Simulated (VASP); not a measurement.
# Ge in VASP: further runs

Runs on Ge. Level: PBE. Tasks: single point.

All numbers are computed with VASP 6.6.1; they aren't measurements. Logs are shortened: lines on timing, memory, paths and dates and some standing lists are left out, and cuts for length are marked.

### Step 1. The cell of the first run

The cell holds a slab with vacuum, 2 atoms: a = 3.921 Å, b = 3.921 Å, c = 28.000 Å, α = 90.00°, β = 90.00°, γ = 120.00°.

### Step 2. Single point, PBE

The input, INCAR:

```
SYSTEM = Ge
PREC     = Accurate       ! precision mode
ENCUT    = 520            ! plane-wave cutoff, eV
EDIFF    = 1E-7           ! SCF threshold, eV
ISMEAR   = 0              ! smearing method
SIGMA    = 0.1            ! smearing width, eV
LREAL    = .FALSE.        ! projectors in reciprocal space
LASPH    = .TRUE.         ! aspherical terms in the spheres
NELM     = 60             ! most SCF steps
ALGO     = Normal         ! electronic algorithm
ISIF     = 2              ! what is computed and relaxed
LWAVE    = .FALSE.        ! write WAVECAR
LCHARG   = .FALSE.        ! write CHGCAR
LDIPOL   = .TRUE.       
IDIPOL   = 3            
DIPOL    = 0.5 0.5 0.500
GGA      = PE             ! functional
NBANDS   = 21             ! bands
```

The input, KPOINTS:

```
Automatic mesh
0
G
  12 12 1
  0 0 0
```

The input, POSCAR:

```
Ge
1.0
    3.9210000000      0.0000000000      0.0000000000
   -1.9605000000      3.3956856082      0.0000000000
    0.0000000000      0.0000000000     28.0000000000
Ge
2
Direct
    0.3333333333      0.6666666667      0.5051964286
    0.6666666667      0.3333333333      0.4948035714
```

Potentials or basis: VASP PAW PBE potentials, release 64 (Ge_d).

The run is started by

```bash
$ cat potpaw_PBE.64/Ge_d/POTCAR > POTCAR
$ mpirun -np 1 vasp_std > vasp.out
```

OUTCAR:

```text
SYSTEM = Ge
   PREC = Accurate
   ENCUT = 520
   EDIFF = 1E-7
   ISMEAR = 0
   LREAL = .FALSE.
   LASPH = .TRUE.
   NELM = 60
   ISIF = 2
   GGA = PE

 ion  position               nearest neighbor table
   1  0.333  0.667  0.505-   2 2.28   2 2.28   2 2.28
   2  0.667  0.333  0.495-   1 2.28   1 2.28   1 2.28

  LATTYP: Found a hexagonal cell.
 ALAT       =     3.9210000000
 C/A-ratio  =     7.1410354501

  Lattice vectors:

 A1 = (   3.9210000000,   0.0000000000,   0.0000000000)
 A2 = (  -1.9605000000,   3.3956856082,   0.0000000000)
 A3 = (   0.0000000000,   0.0000000000,  28.0000000000)

Analysis of symmetry for initial positions (statically):
=====================================================================
 Subroutine PRICEL returns:
 Original cell was already a primitive cell.

 Routine SETGRP: Setting up the symmetry group for a
 hexagonal supercell.

 Subroutine GETGRP returns: Found 12 space group operations
 (whereof 12 operations were pure point group operations)
 out of a pool of 24 trial point group operations.

The static configuration has the point symmetry D_3d.

Analysis of symmetry for dynamics (positions and initial velocities):
=====================================================================
 Subroutine PRICEL returns:
 Original cell was already a primitive cell.

 Routine SETGRP: Setting up the symmetry group for a
 hexagonal supercell.

 Subroutine GETGRP returns: Found 12 space group operations
 (whereof 12 operations were pure point group operations)
 out of a pool of 24 trial point group operations.

The dynamic configuration has the point symmetry D_3d.

 Subroutine INISYM returns: Found 12 space group operations
 (whereof 12 operations are pure point group operations),
 and found     1 'primitive' translations

----------------------------------------------------------------------------------------

                                     Primitive cell

  volume of cell :     372.8055

  direct lattice vectors                    reciprocal lattice vectors
[... 78 lines left out ...]
   LASPH  =      T    aspherical Exc in radial PAW
   ENCUT  =  520.0 eV  38.22 Ry    6.18 a.u.   7.29  7.29 52.06*2*pi/ulx,y,z
   NELM   =     60;   NELMIN=  2; NELMDL= -5     # of ELM steps
   EDIFF  = 0.1E-06   stopping-criterion for ELM
   LREAL  =      F    real-space projection
   EDIFFG = 0.1E-05   stopping-criterion for IOM
   NSW    =      0    number of steps for IOM
   IBRION =     -1    ionic relax: 0-MD 1-quasi-New 2-CG
   NFREE  =      0    steps in history (QN), initial steepest desc. (CG)
   ISIF   =      2    stress and relaxation
   ISYM   =      2    0-nonsym 1-usesym 2-fastsym
   POTIM  = 0.5000    time-step for ionic-motion
   TEBEG  =    0.0;   TEEND  =   0.0 temperature during run
   PSTRESS=    0.0 pullay stress
   NELECT =      28.0000    total number of electrons
   NUPDOWN=      -1.0000    fix difference up-down
   EMIN   =  10.00;   EMAX   =-10.00  energy-range for DOS
   EFERMI =   0.00;   METHOD = LEGACY
   ISMEAR =     0;   SIGMA  =   0.10  broadening in eV -4-tet -1-fermi 0-gaus
   EFERMI_NEDOS =   21; number of points for ismear=-14 and -15
   IALGO  =     38    algorithm
   IMIX   =      4    mixing-type and parameters
     AMIX     =   0.40;   BMIX     =  1.00
     AMIX_MAG =   1.60;   BMIX_MAG =  1.00
  volume/ion in A,a.u.               =     186.40      1257.91
  Fermi-wavevector in a.u.,A,eV,Ry     =   0.690717  1.305266  6.491201  0.477090
  Thomas-Fermi vector in A             =   1.772164
   LORBIT       =      0    0 simple, 1 ext, 2 COOP (PROOUT), +10 PAW based schemes
   GGA     = PE    functional components
   LHFCALC =     F    Hartree Fock is set to
   AEXX    =    0.0000 exact exchange contribution
   IVDW    =     0    specifies the selected vdW correction
   LEPSILON=     F    determine dielectric tensor
   LRPA    =     F    only Hartree local field effects (RPA)
 non-spin polarized calculation
 Gauss-broadening in eV      SIGMA  =   0.10
  energy-cutoff  :      520.00
  volume of cell :      372.81
 maximum number of plane-waves:     10099
 NGX is ok and might be reduce to    30
   NGX = 15   NGY = 15   NGZ =105

 dipolmoment           0.000000      0.000000      0.000000 electrons x Angstroem

 number of electron      27.9999994 magnetization

 dipolmoment           0.000000      0.000000     -0.000000 electrons x Angstroem

 Free energy of the ion-electron system (eV)
  ---------------------------------------------------
  ext. energy  EPLUGINS =         0.00000000
  ---------------------------------------------------
  free energy    TOTEN  =        -7.78310339 eV

  energy without entropy =       -7.78126219  energy(sigma->0) =       -7.78218279

 E-fermi :  -3.2223     XC(G=0):  -1.6428

 val. band max:       -3.8184182183   @ k =   0.3333   0.2500   0.0000
 cond. band min:      -3.2126530316   @ k =   0.3333   0.3333   0.0000
 fundamental gap:      0.6057651867
 Fermi energy:        -3.2222999048

 k-point     1 :       0.0000    0.0000    0.0000
  band No.  band energies     occupation
      1     -28.3436      2.00000
      2     -28.3261      2.00000
      3     -28.3261      2.00000
      4     -28.2764      2.00000
      5     -28.2764      2.00000
      6     -28.0660      2.00000
[... 445 lines left out ...]
     20       3.9442      0.00000
     21       3.9442      0.00000

------------------------ aborting loop because EDIFF is reached ----------------------------------------

 vacuum level on the upper side and lower side of the slab       (xc-potential included)        -0.007        -0.007

  FORCE on cell =-STRESS in cart. coord.  units (eV):
  Direction    XX          YY          ZZ          XY          YZ          ZX
  --------------------------------------------------------------------------------------
  -------------------------------------------------------------------------------------
  Total        3.3417298      3.3417298      0.1856874      0.0000000      0.0000000     -0.0000000
  in kB       14.3614921     14.3614921      0.7980141      0.0000000      0.0000000     -0.0000000
  external PRESSURE =       9.8403328 kB  Pullay stress =       0.0000000 kB

 VOLUME and BASIS-vectors are now :
 -----------------------------------------------------------------------------
  energy-cutoff  :      520.00
  volume of cell :      372.81
      direct lattice vectors                 reciprocal lattice vectors
     3.921000000  0.000000000  0.000000000     0.255036980  0.147245669  0.000000000
    -1.960500000  3.395685608  0.000000000     0.000000000  0.294491339  0.000000000
     0.000000000  0.000000000 28.000000000     0.000000000  0.000000000  0.035714286

 POSITION                                       TOTAL-FORCE (eV/Angst)
 -----------------------------------------------------------------------------------
     -0.00000      2.26379     14.14550         0.000000      0.000000      0.694110
      1.96050      1.13190     13.85450        -0.000000     -0.000000     -0.694110
 -----------------------------------------------------------------------------------
    total drift:                                0.000000      0.000000     -0.000000

  FREE ENERGIE OF THE ION-ELECTRON SYSTEM (eV)
  ---------------------------------------------------
  free  energy   TOTEN  =        -7.7831033905 eV

  energy  without entropy=       -7.7812621863  energy(sigma->0) =       -7.78218279

 vacuum level on the upper side and lower side of the slab         1.134         1.134
```

Wall time 2.3 min (1 thread of AMD EPYC 9R45 (Zen 5), shared host); peak memory 0.44 GiB.

What came out:

| Property | Result |
| --- | --- |
| Free energy | -7.7831 eV |
| Largest force | 0.694 eV/Å |
| Band gap on the k mesh | zero (filled and empty bands touch) |

Forces on the atoms (eV/Å):
```
Ge   0.000  0.000  0.694
Ge   0.000  0.000 -0.694
```

### Step 3. Single point, PBE

The input, INCAR:

```
SYSTEM = Ge
PREC = Accurate ; ENCUT = 520
EDIFF = 1E-7 ; ISMEAR = 0
SIGMA = 0.1 ; LREAL = .False.
LASPH = .True. ; NELM = 60
ALGO = Normal ; ISIF = 2
LWAVE = .False. ; LCHARG = .False.
LDIPOL = .True. ; IDIPOL = 3
DIPOL = 0.5 0.5 0.500 ; GGA = PE
NBANDS = 21
```

The input, KPOINTS:

```
Automatic mesh
0
Gamma
  12 12 1
  0 0 0
```

The input, POSCAR:

```
Ge
1.0
    3.9210000000      0.0000000000      0.0000000000
   -1.9605000000      3.3956856082      0.0000000000
    0.0000000000      0.0000000000     28.0000000000
Ge
2
Direct
    0.3333333333      0.6666666667      0.5103928571
    0.6666666667      0.3333333333      0.4896071429
```

Potentials or basis: VASP PAW PBE potentials, release 64 (Ge_d).

The run is started by

```bash
$ cat potpaw_PBE.64/Ge_d/POTCAR > POTCAR
$ mpirun -np 1 vasp_std > vasp.out
```

It took 2.2 min on 1 thread of AMD EPYC 9R45 (Zen 5), shared host; peak memory 0.44 GiB.

Results (log left out):

```yaml
Free_energy: -7.9843 eV
Largest_force: 0.504 eV/Å
Band_gap_on_the_k_mesh: zero (filled and empty bands touch)
```

Forces in eV/Å, atoms in the order of the input:
```
Ge   0.000  0.000  0.504
Ge   0.000  0.000 -0.504
```

Levels at points of the mesh, in eV from the Fermi level:
| k point | band 12 | band 13 | band 14 | band 15 | band 16 | band 17 |
| --- | --- | --- | --- | --- | --- | --- |
| (0.00, 0.00, 0.00) | -3.52 | -0.65 | -0.65 | 0.80 | 2.43 | 3.95 |
| (0.50, 0.00, 0.00) | -7.79 | -2.35 | -1.18 | 0.73 | 1.55 | 5.65 |
